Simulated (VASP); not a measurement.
# Ga4O3 (Pm-3m) in VASP: a series of runs, part 2 of 2

VASP 6.6.1. Earlier steps stand in the parts before.

## (3) Relaxation of cell and atoms, PBE

This run uses another cell than the first one, of 14.03 Å³/atom, 0.994 times its volume.

INCAR

```
  PREC = Accurate
  ENCUT = 600
  EDIFF = 1E-7
  ISMEAR = 0
  SIGMA = 0.1
  LREAL = F
  LASPH = T
  NELM = 100
  ALGO = Normal
  ISIF = 3
  LWAVE = F
  LCHARG = F
  GGA = PE
  IBRION = 2
  NSW = 100
  EDIFFG = -0.01
```

KPOINTS

```
regular mesh
0
Gamma
  8 8 8
```

POSCAR

```
Ga4O3
1.0
    4.6138389391      0.0000000000      0.0000000000
    0.0000000000      4.6138389391      0.0000000000
    0.0000000000      0.0000000000      4.6138389391
Ga O
4 3
Direct
    0.0000000000      0.5000000000      0.5000000000
    0.5000000000      0.0000000000      0.5000000000
    0.5000000000      0.5000000000      0.0000000000
    0.5000000000      0.5000000000      0.5000000000
    0.5000000000      0.0000000000      0.0000000000
    0.0000000000      0.5000000000      0.0000000000
    0.0000000000      0.0000000000      0.5000000000
```

Potentials or basis: VASP PAW PBE potentials, release 64 (Ga_d, O).

On the command line:

```
> cat potpaw_PBE.64/Ga_d/POTCAR potpaw_PBE.64/O/POTCAR > POTCAR
> mpirun -np 1 vasp_std > vasp.out
```

OUTCAR:

```text
PREC = Accurate
   ENCUT = 600
   EDIFF = 1E-7
   ISMEAR = 0
   LREAL = F
   LASPH = T
   NELM = 100
   ISIF = 3
   GGA = PE
   IBRION = 2
   NSW = 100
   EDIFFG = -0.01

 ion  position               nearest neighbor table
   1  0.000  0.500  0.500-   4 2.31   6 2.31   7 2.31   6 2.31   7 2.31   4 2.31
   2  0.500  0.000  0.500-   4 2.31   5 2.31   7 2.31   5 2.31   4 2.31   7 2.31
   3  0.500  0.500  0.000-   4 2.31   5 2.31   6 2.31   4 2.31   5 2.31   6 2.31
   4  0.500  0.500  0.500-   1 2.31   2 2.31   3 2.31   3 2.31   2 2.31   1 2.31
   5  0.500  0.000  0.000-   2 2.31   3 2.31   2 2.31   3 2.31
   6  0.000  0.500  0.000-   1 2.31   3 2.31   1 2.31   3 2.31
   7  0.000  0.000  0.500-   1 2.31   2 2.31   1 2.31   2 2.31

  LATTYP: Found a simple cubic cell.
 ALAT       =     4.6138389391

  Lattice vectors:

 A1 = (   4.6138389391,   0.0000000000,   0.0000000000)
 A2 = (   0.0000000000,   4.6138389391,   0.0000000000)
 A3 = (   0.0000000000,   0.0000000000,   4.6138389391)

Analysis of symmetry for initial positions (statically):
=====================================================================
 Subroutine PRICEL returns:
 Original cell was already a primitive cell.
[... 183 lines left out ...]

------------------------ aborting loop because EDIFF is reached ----------------------------------------

  FORCE on cell =-STRESS in cart. coord.  units (eV):
  Direction    XX          YY          ZZ          XY          YZ          ZX
  --------------------------------------------------------------------------------------
  -------------------------------------------------------------------------------------
  Total        0.4858875      0.4858875      0.4858875      0.0000000      0.0000000     -0.0000000
  in kB        7.9260905      7.9260905      7.9260905      0.0000000      0.0000000     -0.0000000
  external PRESSURE =       7.9260905 kB  Pullay stress =       0.0000000 kB
[... 69 lines left out ...]
--------------------------------------- Ionic step        3  -------------------------------------------

 number of electron      69.9999968 magnetization

 Free energy of the ion-electron system (eV)
  ---------------------------------------------------
  ext. energy  EPLUGINS =         0.00000000
  ---------------------------------------------------
  free energy    TOTEN  =       -27.30696379 eV

  energy without entropy =      -27.26796429  energy(sigma->0) =      -27.28746404

 E-fermi :   3.2061     XC(G=0): -10.8057

 val. band max:        3.1912469810   @ k =   0.2500   0.2500   0.1250
 cond. band min:       3.2088342472   @ k =   0.3750   0.2500   0.2500
 fundamental gap:      0.0175872662
 Fermi energy:         3.2060516045

 k-point     1 :       0.0000    0.0000    0.0000
  band No.  band energies     occupation
      1     -13.6777      2.00000
      2     -13.1891      2.00000
      3     -13.1891      2.00000
      4     -12.3176      2.00000
      5     -12.3176      2.00000
      6     -11.9266      2.00000
[... 1069 lines left out ...]
     41       9.4607      0.00000
     42      10.3743      0.00000

 [... further k-points ...]
[... 5 lines left out ...]
  --------------------------------------------------------------------------------------
  -------------------------------------------------------------------------------------
  Total        0.0208265      0.0208265      0.0208265      0.0000000      0.0000000     -0.0000000
  in kB        0.3368222      0.3368222      0.3368222      0.0000000      0.0000000     -0.0000000
  external PRESSURE =       0.3368222 kB  Pullay stress =       0.0000000 kB
[... 22 lines left out ...]
  FREE ENERGIE OF THE ION-ELECTRON SYSTEM (eV)
  ---------------------------------------------------
  free  energy   TOTEN  =       -27.3069637948 eV

  energy  without entropy=      -27.2679642923  energy(sigma->0) =      -27.28746404

 reached required accuracy - stopping structural energy minimisation
```

OSZICAR:

```text
N       E                     dE             d eps       ncg     rms          rms(c)
DAV:   1     0.794826481393E+03    0.79483E+03   -0.36623E+04  3262   0.335E+03
[... 30 lines left out ...]
DAV:   1    -0.273083538196E+02   -0.14411E-02   -0.20651E-02  3810   0.166E+00    0.246E-01
DAV:   2    -0.273073601060E+02    0.99371E-03   -0.40113E-03  3412   0.538E-01    0.113E-01
DAV:   3    -0.273071063488E+02    0.25376E-03   -0.99869E-04  4278   0.336E-01    0.799E-02
DAV:   4    -0.273069748092E+02    0.13154E-03   -0.31666E-04  3802   0.213E-01    0.137E-02
DAV:   5    -0.273069644961E+02    0.10313E-04   -0.34839E-05  3256   0.836E-02    0.499E-03
DAV:   6    -0.273069637007E+02    0.79536E-06   -0.65602E-06  4058   0.338E-02    0.120E-03
DAV:   7    -0.273069637948E+02   -0.94085E-07   -0.81599E-07  3068   0.103E-02
   3 F= -.27306964E+02 E0= -.27287464E+02  d E =-.205674E-02
```

CONTCAR:

```text
Ga4O3
   1.00000000000000
     4.6271012230014676    0.0000000000000000   -0.0000000000000000
     0.0000000000000000    4.6271012230014676   -0.0000000000000000
     0.0000000000000000    0.0000000000000000    4.6271012230014676
  Ga              O
     4     3
Direct
     0.0000000000000000    0.5000000000000000    0.5000000000000000
     0.5000000000000000    0.0000000000000000    0.5000000000000000
     0.5000000000000000    0.5000000000000000    0.0000000000000000
     0.5000000000000000    0.5000000000000000    0.5000000000000000
     0.5000000000000000    0.0000000000000000    0.0000000000000000
     0.0000000000000000    0.5000000000000000    0.0000000000000000
     0.0000000000000000    0.0000000000000000    0.5000000000000000

  0.00000000E+00  0.00000000E+00  0.00000000E+00
  0.00000000E+00  0.00000000E+00  0.00000000E+00
  0.00000000E+00  0.00000000E+00  0.00000000E+00
  0.00000000E+00  0.00000000E+00  0.00000000E+00
  0.00000000E+00  0.00000000E+00  0.00000000E+00
  0.00000000E+00  0.00000000E+00  0.00000000E+00
  0.00000000E+00  0.00000000E+00  0.00000000E+00
```

It took 5.1 min on 1 thread of Intel Xeon Platinum 8488C (Sapphire Rapids), shared host; peak memory 0.33 GiB.

What came out:

* Free energy: -27.3070 eV
* Relaxed volume: 14.15 Å³/atom
* Relaxed cell: a = 4.627 Å, b = 4.627 Å, c = 4.627 Å, α = 90.00°, β = 90.00°, γ = 90.00°
* Space group after relaxing (to 0.05 Å): Pm-3m (No. 221)
* Energy gained by relaxing: 0.3 meV/atom
* Ionic steps: 3
* Pressure after relaxing: 0.0 GPa
* Band gap on the k mesh: zero (band 35 reaches 4.31 eV, above the bottom of band 36 at 2.96 eV)

The path:
```
step  energy change (eV)  largest force (eV/Å)  pressure (GPa)  volume (Å³)
   1              0.0000                0.0000            0.79        98.22
   2             -0.0020                0.0000           -0.12        99.21
   3             -0.0021                0.0000            0.03        99.07
```

Final structure:
```xyz
7
Lattice="4.6271 0.0000 0.0000 0.0000 4.6271 0.0000 0.0000 0.0000 4.6271" Properties=species:S:1:pos:R:3 pbc="T T T"
Ga    0.0000    2.3136    2.3136
Ga    2.3136    0.0000    2.3136
Ga    2.3136    2.3136    0.0000
Ga    2.3136    2.3136    2.3136
O     2.3136    0.0000    0.0000
O     0.0000    2.3136    0.0000
O     0.0000    0.0000    2.3136
```

Levels at points of the mesh, in eV from the Fermi level:
```
           k point  band 32  band 33  band 34  band 35  band 36  band 37  band 38  band 39
(0.00, 0.00, 0.00)    -1.40    -0.45    -0.45    -0.45     0.44     0.44     0.44     4.39
(0.50, 0.00, 0.00)    -0.93    -0.51    -0.51    -0.22    -0.22     1.88     2.58     5.61
(0.50, 0.50, 0.00)    -1.35    -0.73    -0.10     0.08     0.08     3.20     4.06     5.86
(0.50, 0.50, 0.50)    -0.03    -0.03     1.11     1.11     1.11     3.31     3.31     3.31
```
